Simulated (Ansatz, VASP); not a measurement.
## CrSbC3 in VASP and in Ansatz

File INCAR:

```
PREC = Accurate
ENCUT = 600
EDIFF = 1E-6
ISMEAR = 0
SIGMA = 0.1
LREAL = False
LASPH = True
NELM = 100
ALGO = Normal
ISIF = 3
LWAVE = False
LCHARG = False
GGA = PE
IBRION = 2
NSW = 90
EDIFFG = -0.04
```

File KPOINTS:

```
Automatic mesh
0
Gamma
  4 4 4
```

The input POSCAR:

```
CrSbC3
1.0
    3.7535285551      0.0000000000      0.0000000000
    0.0000000000      3.7535285551      0.0000000000
    0.0000000000      0.0000000000      3.8005652538
Cr Sb C
1 1 3
Direct
    0.5000000000      0.5000000000      0.5150000000
    0.0000000000      0.0000000000      0.0000000000
    0.5000000000      0.5000000000      0.9750000000
    0.0000000000      0.5000000000      0.4850000000
    0.5000000000      0.0000000000      0.4850000000
```

Input for Ansatz:

```yaml
crystal:
  lattice:
    - [3.7535285551, 0.0, 0.0]
    - [0.0, 3.7535285551, 0.0]
    - [0.0, 0.0, 3.8005652538]
  atoms:
    - { symbol: Cr, position: [0.5, 0.5, 0.515] }
    - { symbol: Sb, position: [0.0, 0.0, 0.0] }
    - { symbol: C, position: [0.5, 0.5, 0.975] }
    - { symbol: C, position: [0.0, 0.5, 0.485] }
    - { symbol: C, position: [0.5, 0.0, 0.485] }
basis:
  ecutwfc: 420
kpoints:
  mp_grid: { grid: [4, 4, 4] }
hamiltonian:
  xc: pbe
scf:
  occupations: { method: gaussian, width: 0.1 }
  lower_state_search: "off"
output:
  forces: true
  stress: true
  eigenvalues: true
relax:
  adjacent_minimum: "off"
  f_tol: 0.04
  max_steps: 70
  cell: { stress_tol: 0.4 }
```

Alike in both runs: task relaxation of cell and atoms; functional PBE; k mesh 4 × 4 × 4; occupations gaussian, width 0.1 eV; no spin polarisation.

|  | VASP | Ansatz |
| --- | --- | --- |
| version | VASP 6.6.1 | Ansatz 0.2.0 |
| potentials or method | VASP PAW PBE potentials, release 64 (Cr_pv, Sb, C), cutoff 600 eV | scalar-relativistic, plane waves, PAW |
| valence electrons in the cell | 29 | 41 |

|  | VASP | Ansatz | Ansatz less VASP |
| --- | --- | --- | --- |
| gap on the k mesh at the Fermi level, each at its own relaxed structure (eV) | none | none | - |
| relaxed volume (Å³/atom) | 11.97 | 12.50 | +0.526 |
| relaxed cell length with the largest relative difference (Å) | 3.891 | 4.031 | +0.1392 |

A gap of «none» marks a metal or a gap that the smearing closes. VASP's potentials hold 29 valence electrons a cell and Ansatz's 41, so a difference there can come from the potentials and not from the codes.

The k mesh is coarse, so the values compare programs but aren't converged. Neither program's run includes spin-orbit coupling.
